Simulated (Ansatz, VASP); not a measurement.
FeO: VASP beside Ansatz

Contents of INCAR:

```
SYSTEM = FeO
  ALGO = Normal
  EDIFF = 1E-6
  ENCUT = 520
  GGA = PE
  ISIF = 2
  ISMEAR = 0
  ISPIN = 2
  LASPH = .TRUE.
  LCHARG = .FALSE.
  LMAXMIX = 4
  LORBIT = 11
  LREAL = .FALSE.
  LWAVE = .FALSE.
  MAGMOM = 3 0
  NBANDS = 18
  NELM = 150
  PREC = Accurate
  SIGMA = 0.028999999999999998
```

File KPOINTS:

```
k-points
0
G
  11 11 11
  0 0 0
```

The input POSCAR:

```
FeO
1.0
    1.5188209023      0.8768916568      2.5195772846
   -1.5188209023      0.8768916568      2.5195772846
    0.0000000000     -1.7537833136      2.5195772846
Fe O
1 1
Direct
    0.0000000000      0.0000000000      0.0000000000
    0.5000000000      0.5000000000      0.5000000000
```

The input input.yaml:

```yaml
crystal:
  lattice:
    - [1.5188209023, 0.8768916568, 2.5195772846]
    - [-1.5188209023, 0.8768916568, 2.5195772846]
    - [0.0, -1.7537833136, 2.5195772846]
  atoms:
    - { symbol: Fe, position: [0.0, 0.0, 0.0], spin: 3.0 }
    - { symbol: O, position: [0.5, 0.5, 0.5] }
hamiltonian:
  xc: pbe
  pseudopotentials: { kind: paw }
magnetization:
  spin_polarized: true
kpoints:
  mp_grid: { grid: [11, 11, 11] }
scf:
  occupations: { method: gaussian, width: 0.029 }
output:
  forces: true
  stress: true
  eigenvalues: true
```

Alike in both runs: task single point; functional PBE; k mesh 11 × 11 × 11; occupations gaussian, width 0.029 eV; collinear spin.

```csv
,VASP,Ansatz
version,VASP 6.6.1,Ansatz 0.2.0
potentials or method,"VASP PAW PBE potentials, release 64 (Fe, O)",Ansatz PAW
plane-wave cutoff (eV),520,420
valence electrons in the cell,14,22
```

```tsv
	VASP	Ansatz	Ansatz less VASP
gap on the k mesh at the Fermi level (eV)	none	none	-
pressure (GPa)	-1.2	-1.3	-0.03
traceless stress, the component that is largest in VASP (GPa)	-0.57	-0.53	+0.031
net moment per atom (μB)	2.00	2.00	+0.001
size of the moment on the site where the two differ most (μB)	3.62	3.45	-0.167
```

Site moments also hang on the region over which each program counts them. A gap of «none» marks a metal or a gap that the smearing closes. VASP's potentials hold 14 valence electrons a cell and Ansatz's 22, so a difference there can come from the potentials and not from the codes.
